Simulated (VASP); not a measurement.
# Tl (P6_3/mmc) in VASP: further runs, part 2 of 2

VASP 6.6.1. Earlier steps stand in the parts before.

### 3 Single point, LDA

This run uses another cell than the first one, of 29.16 Å³/atom, 1.071 times its volume.

The input, INCAR:

```
PREC     = Accurate       # precision mode
ENCUT    = 520            # plane-wave cutoff, eV
EDIFF    = 1E-6           # SCF threshold, eV
ISMEAR   = -1             # smearing method
SIGMA    = 0.05           # smearing width, eV
LREAL    = False          # projectors in reciprocal space
LASPH    = True           # aspherical terms in the spheres
NELM     = 80             # most SCF steps
ALGO     = Normal         # electronic algorithm
ISIF     = 2              # what is computed and relaxed
LWAVE    = False          # write WAVECAR
LCHARG   = False          # write CHGCAR
NBANDS   = 20             # bands
```

The input, KPOINTS:

```
Automatic mesh
0
Gamma
  14 14 8
```

The input, POSCAR:

```
Tl
1.0
    3.4110420870      0.0000000000      0.0000000000
   -1.7055210435      2.9540491007      0.0000000000
    0.0000000000      0.0000000000      5.7887634453
Tl
2
Direct
    0.3333333333      0.6666666667      0.2500000000
    0.6666666667      0.3333333333      0.7500000000
```

Potentials or basis: VASP PAW LDA potentials, release 64 (Tl_d).

Run with:

```console
$ cat potpaw_LDA.64/Tl_d/POTCAR > POTCAR
$ mpirun -np 1 vasp_std > vasp.out
```

OUTCAR:

```text
PREC = Accurate
   ENCUT = 520
   EDIFF = 1E-6
   ISMEAR = -1
   LREAL = False
   LASPH = True
   NELM = 80
   ISIF = 2

 ion  position               nearest neighbor table
   1  0.333  0.667  0.250-   2 3.50   2 3.50   2 3.50   2 3.50   2 3.50   2 3.50
   2  0.667  0.333  0.750-   1 3.50   1 3.50   1 3.50   1 3.50   1 3.50   1 3.50

  LATTYP: Found a hexagonal cell.
 ALAT       =     3.4110420870
 C/A-ratio  =     1.6970659692

  Lattice vectors:

 A1 = (   3.4110420870,   0.0000000000,   0.0000000000)
 A2 = (  -1.7055210435,   2.9540491007,   0.0000000000)
 A3 = (   0.0000000000,   0.0000000000,   5.7887634453)

Analysis of symmetry for initial positions (statically):
=====================================================================
 Subroutine PRICEL returns:
 Original cell was already a primitive cell.

 Routine SETGRP: Setting up the symmetry group for a
 hexagonal supercell.

 Subroutine GETGRP returns: Found 24 space group operations
 (whereof 12 operations were pure point group operations)
 out of a pool of 24 trial point group operations.

The static configuration has the point symmetry D_3d.
 The point group associated with its full space group is D_6h.

Analysis of symmetry for dynamics (positions and initial velocities):
=====================================================================
 Subroutine PRICEL returns:
 Original cell was already a primitive cell.

 Routine SETGRP: Setting up the symmetry group for a
 hexagonal supercell.

 Subroutine GETGRP returns: Found 24 space group operations
 (whereof 12 operations were pure point group operations)
 out of a pool of 24 trial point group operations.

The dynamic configuration has the point symmetry D_3d.
 The point group associated with its full space group is D_6h.

 Subroutine INISYM returns: Found 24 space group operations
[... 103 lines left out ...]
   ISIF   =      2    stress and relaxation
   ISYM   =      2    0-nonsym 1-usesym 2-fastsym
   POTIM  = 0.5000    time-step for ionic-motion
   TEBEG  =    0.0;   TEEND  =   0.0 temperature during run
   PSTRESS=    0.0 pullay stress
   NELECT =      26.0000    total number of electrons
   NUPDOWN=      -1.0000    fix difference up-down
   EMIN   =  10.00;   EMAX   =-10.00  energy-range for DOS
   EFERMI =   0.00;   METHOD = LEGACY
   ISMEAR =    -1;   SIGMA  =   0.05  broadening in eV -4-tet -1-fermi 0-gaus
   EFERMI_NEDOS =   21; number of points for ismear=-14 and -15
   IALGO  =     38    algorithm
   IMIX   =      4    mixing-type and parameters
     AMIX     =   0.40;   BMIX     =  1.00
     AMIX_MAG =   1.60;   BMIX_MAG =  1.00
  volume/ion in A,a.u.               =      29.16       196.81
  Fermi-wavevector in a.u.,A,eV,Ry     =   1.250554  2.363204 21.277948  1.563885
  Thomas-Fermi vector in A             =   2.384543
   LORBIT       =      0    0 simple, 1 ext, 2 COOP (PROOUT), +10 PAW based schemes
   GGA     = CA    functional components
   LHFCALC =     F    Hartree Fock is set to
   AEXX    =    0.0000 exact exchange contribution
   IVDW    =     0    specifies the selected vdW correction
   LEPSILON=     F    determine dielectric tensor
   LRPA    =     F    only Hartree local field effects (RPA)
 non-spin polarized calculation
  energy-cutoff  :      520.00
  volume of cell :       58.33
 maximum number of plane-waves:      1591
 NGX is ok and might be reduce to    28
   NGX = 13   NGY = 13   NGZ = 21

 number of electron      26.0000005 magnetization

 Free energy of the ion-electron system (eV)
  ---------------------------------------------------
  ext. energy  EPLUGINS =         0.00000000
  ---------------------------------------------------
  free energy    TOTEN  =        -5.82968877 eV

  energy without entropy =       -5.82064924  energy(sigma->0) =       -5.82516900

 E-fermi :   6.1116     XC(G=0): -10.4070

 val. band max:        6.0788886890   @ k =   0.2143   0.2143   0.2500
 cond. band min:       6.1299203136   @ k =   0.2143   0.2143   0.0000
 fundamental gap:      0.0510316246
 Fermi energy:         6.1115757537

 k-point     1 :       0.0000    0.0000    0.0000
  band No.  band energies     occupation
      1      -5.6584      2.00000
      2      -5.4959      2.00000
      3      -5.4201      2.00000
      4      -5.4201      2.00000
      5      -5.3793      2.00000
      6      -5.3793      2.00000
[... 541 lines left out ...]
     19      12.6465      0.00000
     20      21.1008      0.00000

 [... further k-points ...]
[... 5 lines left out ...]
  --------------------------------------------------------------------------------------
  -------------------------------------------------------------------------------------
  Total       -0.7072090     -0.7072090     -1.1839019      0.0000000      0.0000000      0.0000000
  in kB      -19.4253007    -19.4253007    -32.5188886      0.0000000      0.0000000      0.0000000
  external PRESSURE =     -23.7898300 kB  Pullay stress =       0.0000000 kB

 VOLUME and BASIS-vectors are now :
 -----------------------------------------------------------------------------
  energy-cutoff  :      520.00
  volume of cell :       58.33
      direct lattice vectors                 reciprocal lattice vectors
     3.411042087  0.000000000  0.000000000     0.293165541  0.169259204  0.000000000
    -1.705521043  2.954049101  0.000000000     0.000000000  0.338518408  0.000000000
     0.000000000  0.000000000  5.788763445     0.000000000  0.000000000  0.172748465

 POSITION                                       TOTAL-FORCE (eV/Angst)
 -----------------------------------------------------------------------------------
     -0.00000      1.96937      1.44719         0.000000     -0.000000      0.000000
      1.70552      0.98468      4.34157        -0.000000      0.000000      0.000000
 -----------------------------------------------------------------------------------
    total drift:                               -0.000000      0.000000      0.000000

  FREE ENERGIE OF THE ION-ELECTRON SYSTEM (eV)
  ---------------------------------------------------
  free  energy   TOTEN  =        -5.8296887671 eV

  energy  without entropy=       -5.8206492400  energy(sigma->0) =       -5.82516900
```

OSZICAR:

```text
N       E                     dE             d eps       ncg     rms          rms(c)
DAV:   1     0.132028622695E+03    0.13203E+03   -0.14196E+04  4800   0.123E+03
DAV:   2    -0.330242574548E+01   -0.13533E+03   -0.13271E+03  5252   0.278E+02
DAV:   3    -0.587710703644E+01   -0.25747E+01   -0.25674E+01  5564   0.338E+01
DAV:   4    -0.589271685188E+01   -0.15610E-01   -0.15609E-01  5156   0.284E+00
DAV:   5    -0.589293893693E+01   -0.22209E-03   -0.22208E-03  5424   0.334E-01    0.295E+00
DAV:   6    -0.584035264539E+01    0.52586E-01   -0.88362E-02  5172   0.227E+00    0.208E+00
DAV:   7    -0.583059146357E+01    0.97612E-02   -0.34856E-02  5300   0.139E+00    0.728E-01
DAV:   8    -0.582968686078E+01    0.90460E-03   -0.26995E-03  5124   0.408E-01    0.366E-02
DAV:   9    -0.582968921261E+01   -0.23518E-05   -0.12791E-05  5480   0.305E-02    0.757E-03
DAV:  10    -0.582968876708E+01    0.44552E-06   -0.81137E-07  3212   0.767E-03
   1 F= -.58296888E+01 E0= -.58251690E+01  d E =-.903953E-02
```

It took 36 s on 1 thread of Intel Xeon 6975P-C (Granite Rapids), shared host; peak memory 0.23 GiB.

Results:

```
Free energy            : -5.8297 eV
Pressure               : -2.4 GPa
Band gap on the k mesh : zero (band 13 reaches 8.92 eV, above the bottom of band 14 at 3.85 eV)
```

Caveat: spin-orbit coupling is left out, which moves the levels of the heavy elements.
